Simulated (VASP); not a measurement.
# Re (P6/mmm) in VASP: further runs, part 2 of 2

VASP 6.6.1.

**4. Relaxation of cell and atoms, r2SCAN**

Input file POSCAR:

```
Re
1.0
    2.6496832329      0.0000000000      0.0000000000
   -1.3248416165      2.2946929917      0.0000000000
    0.0000000000      0.0000000000      2.4757977708
Re
1
Direct
    0.0000000000      0.0000000000      0.0000000000
```

Input file INCAR.step1:

```
SYSTEM = Re
  ALGO = Normal
  EDIFF = 1E-4
  ENCUT = 600
  GGA = PE
  ISMEAR = 0
  LASPH = .TRUE.
  LCHARG = .FALSE.
  LREAL = .FALSE.
  LWAVE = .TRUE.
  NELM = 60
  PREC = Accurate
  SIGMA = 0.1
```

Input file INCAR.step2:

```
SYSTEM = Re
  ALGO = Normal
  EDIFF = 1E-7
  EDIFFG = -0.04
  ENCUT = 600
  IBRION = 2
  ISIF = 3
  ISMEAR = 0
  ISTART = 1
  LASPH = .TRUE.
  LCHARG = .FALSE.
  LMIXTAU = .TRUE.
  LREAL = .FALSE.
  LWAVE = .FALSE.
  METAGGA = R2SCAN
  NELM = 60
  NSW = 90
  PREC = Accurate
  SIGMA = 0.1
```

Input file KPOINTS:

```
k-points
0
G
  9 9 8
  0 0 0
```

Potentials or basis: VASP PAW PBE potentials, release 64 (Re).

Started as:

```console
> cat potpaw_PBE.64/Re/POTCAR > POTCAR
> cp INCAR.step1 INCAR
> mpirun -np 1 vasp_std > vasp.out
> cp INCAR.step2 INCAR
> mpirun -np 1 vasp_std > vasp.out
```

OUTCAR:

```text
SYSTEM = Re
   EDIFF = 1E-7
   EDIFFG = -0.04
   ENCUT = 600
   IBRION = 2
   ISIF = 3
   ISMEAR = 0
   ISTART = 1
   LASPH = .TRUE.
   LREAL = .FALSE.
   METAGGA = R2SCAN
   NELM = 60
   NSW = 90
   PREC = Accurate

 ion  position               nearest neighbor table
   1  0.000  0.000  0.000-

  LATTYP: Found a hexagonal cell.
 ALAT       =     2.6496832329
 C/A-ratio  =     0.9343750000

  Lattice vectors:

 A1 = (   2.6496832329,   0.0000000000,   0.0000000000)
 A2 = (  -1.3248416165,   2.2946929917,   0.0000000000)
 A3 = (   0.0000000000,   0.0000000000,   2.4757977708)

Analysis of symmetry for initial positions (statically):
=====================================================================
 Subroutine PRICEL returns:
 Original cell was already a primitive cell.

 Routine SETGRP: Setting up the symmetry group for a
 hexagonal supercell.
[... 418 lines left out ...]
  free energy    TOTEN  =       -51.39096381 eV

  energy without entropy =      -51.38552434  energy(sigma->0) =      -51.38824407

 E-fermi :   7.2517     XC(G=0): -14.2959

 val. band max:        7.1966737298   @ k =   0.4444   0.1111   0.2500
 cond. band min:       7.3008507454   @ k =   0.3333   0.1111   0.2500
 fundamental gap:      0.1041770156
 Fermi energy:         7.2516702810

 k-point     1 :       0.0000    0.0000    0.0000
  band No.  band energies     occupation
      1      -2.8956      2.00000
      2       1.0991      2.00000
      3       5.1882      2.00000
      4       5.1882      2.00000
      5      11.5645      0.00000
      6      11.5645      0.00000
      7      21.0656      0.00000
[... 221 lines left out ...]
 k-point    24 :       0.3333    0.3333    0.1250
  band No.  band energies     occupation
      1       3.0342      2.00000
      2       3.6436      2.00000
      3       3.6436      2.00000
      4       8.1269      0.00000
      5       8.1269      0.00000
      6      13.4613      0.00000
      7      16.8300      0.00000

 [... further k-points ...]
[... 5 lines left out ...]
  --------------------------------------------------------------------------------------
  -------------------------------------------------------------------------------------
  Total        0.0218222      0.0218222     -0.0140733     -0.0000000     -0.0000000     -0.0000000
  in kB        2.1801737      2.1801737     -1.4060145     -0.0000000     -0.0000000     -0.0000000
  external PRESSURE =       0.9847776 kB  Pullay stress =       0.0000000 kB
[... 16 lines left out ...]
  FREE ENERGIE OF THE ION-ELECTRON SYSTEM (eV)
  ---------------------------------------------------
  free  energy   TOTEN  =       -51.3909638064 eV

  energy  without entropy=      -51.3855243402  energy(sigma->0) =      -51.38824407

 reached required accuracy - stopping structural energy minimisation
```

OUTCAR.step1:

```text
SYSTEM = Re
   EDIFF = 1E-4
   ENCUT = 600
   GGA = PE
   ISMEAR = 0
   LASPH = .TRUE.
[... 459 lines left out ...]
 -----------------------------------------------------------------------------------
      0.00000      0.00000      0.00000         0.000000      0.000000      0.000000
 -----------------------------------------------------------------------------------
    total drift:                               -0.000000      0.000000      0.000000

  FREE ENERGIE OF THE ION-ELECTRON SYSTEM (eV)
  ---------------------------------------------------
  free  energy   TOTEN  =       -11.2413345663 eV

  energy  without entropy=      -11.2337096578  energy(sigma->0) =      -11.23752211
```

It took 2.3 min on 1 thread of Intel Xeon Platinum 8488C (Sapphire Rapids), shared host; peak memory 0.15 GiB.

What came out:

| Property | Result |
| --- | --- |
| Free energy | -51.3910 eV |
| Relaxed volume | 16.04 Å³/atom |
| Relaxed cell | a = 2.759 Å, b = 2.759 Å, c = 2.434 Å, α = 90.00°, β = 90.00°, γ = 120.00° |
| Space group after relaxing (to 0.1 Å) | P6/mmm (No. 191) |
| Pressure after relaxing | 0.1 GPa |
| Band gap on the k mesh | zero (an odd number of electrons rules out a gap without spin polarisation) |

Stress tensor (GPa, compression positive):
```
 0.22  0.00  0.00
 0.00  0.22  0.00
 0.00  0.00 -0.14
```

Final structure:
```yaml
crystal:
  lattice:
    - [2.75851, 0.00000, 0.00000]
    - [-1.37925, 2.38894, 0.00000]
    - [0.00000, 0.00000, 2.43354]
  atoms:
    - { symbol: Re, position: [0.00000, 0.00000, 0.00000] }
```

Levels at points of the mesh, in eV from the Fermi level:
| k point | band 1 | band 2 | band 3 | band 4 | band 5 | band 6 | band 7 |
| --- | --- | --- | --- | --- | --- | --- | --- |
| (0.00, 0.00, 0.00) | -10.15 | -6.15 | -2.06 | -2.06 | 4.31 | 4.31 | 13.81 |
| (0.00, 0.00, 0.50) | -5.98 | -0.86 | -0.86 | -0.79 | -0.61 | -0.61 | 11.29 |

Caveat: the PAW data sets were made with another functional, which shifts forces and pressure a little; spin-orbit coupling is left out, which moves the levels of the heavy elements.

**5. Single point, r2SCAN**

This run uses another cell than the first one, of 16.00 Å³/atom.

Input file POSCAR:

```
Re
1.0
    2.7471180663      0.0000000000      0.0000000000
   -1.3735590332      2.3790740326      0.0000000000
    0.0000000000      0.0000000000      2.4481941187
Re
1
Direct
    0.0000000000      0.0000000000      0.0000000000
```

Input file INCAR.step1:

```
PREC = Accurate
ENCUT = 520
ISMEAR = 0
SIGMA = 0.1
LREAL = False
LASPH = True
NELM = 100
NBANDS = 10
GGA = PE
ALGO = Normal
EDIFF = 1E-4
LWAVE = True
LCHARG = False
```

Input file INCAR.step2:

```
PREC = Accurate
ENCUT = 520
EDIFF = 1E-6
ISMEAR = 0
SIGMA = 0.1
LREAL = False
LASPH = True
NELM = 100
ALGO = Normal
ISIF = 2
LWAVE = False
LCHARG = False
METAGGA = R2SCAN
LMIXTAU = True
NBANDS = 10
ISTART = 1
```

Input file KPOINTS:

```
Automatic mesh
0
Gamma
  24 24 22
```

Started as:

```console
> cat potpaw_PBE.64/Re/POTCAR > POTCAR
> cp INCAR.step1 INCAR
> mpirun -np 1 vasp_std > vasp.out
> cp INCAR.step2 INCAR
> mpirun -np 1 vasp_std > vasp.out
```

Wall time 4.5 min (1 thread of Intel Xeon Platinum 8488C (Sapphire Rapids), shared host); peak memory 0.23 GiB.

Results (log left out):

| Item | Value |
| --- | --- |
| Free energy | -51.3782 eV |
| Pressure | -0.7 GPa |
| Band gap on the k mesh | zero (an odd number of electrons rules out a gap without spin polarisation) |

Stress tensor (GPa, compression positive):
```
 0.21  0.00  0.00
 0.00  0.21  0.00
 0.00  0.00 -2.56
```

Levels at points of the mesh, in eV from the Fermi level:
```tsv
k point	band 1	band 2	band 3	band 4	band 5	band 6	band 7
(0.00, 0.00, 0.00)	-10.15	-6.19	-1.98	-1.98	4.23	4.23	13.99
(0.50, 0.00, 0.00)	-6.84	-5.44	-0.56	1.08	3.55	3.91	8.56
(0.00, 0.00, 0.50)	-6.02	-0.90	-0.83	-0.83	-0.52	-0.52	10.94
(0.50, 0.00, 0.50)	-6.83	-4.56	-1.85	4.47	6.10	6.32	6.36
```

Caveat: the PAW data sets were made with another functional, which shifts forces and pressure a little; spin-orbit coupling is left out, which moves the levels of the heavy elements.

**6. Overview**

| task | cell | k mesh | cutoff (eV) | gap on the mesh (eV) | pressure (GPa) |
| --- | --- | --- | --- | --- | --- |
| single point | a = 2.650, b = 2.650, c = 2.476 Å, angles 90.0, 90.0, 120.0°, 1 atom | 9 × 9 × 8 | 520 | none | 22.8 |
| single point | a = 2.757, b = 2.757, c = 2.443 Å, angles 90.0, 90.0, 120.0°, 1 atom | 9 × 9 × 8 | 520 | none | -0.9 |
| relaxation of cell and atoms | relaxed from a = 2.650, b = 2.650, c = 2.476 Å, angles 90.0, 90.0, 120.0°, 1 atom | 9 × 9 × 8 | 600 | none | 0.1 |
| single point | a = 2.747, b = 2.747, c = 2.448 Å, angles 90.0, 90.0, 120.0°, 1 atom | 24 × 24 × 22 | 520 | none | -0.7 |

Alike in all rows: level r2SCAN; potentials or basis VASP PAW PBE potentials, release 64 (Re); no spin polarisation; smearing gaussian 0.1 eV.

Caveats: the PAW data sets were made with another functional, which shifts forces and pressure a little; spin-orbit coupling is left out, which moves the levels of the heavy elements; the cell stands under pressure (at least some runs).

Absolute energies hang on the potentials; compare differences alone.
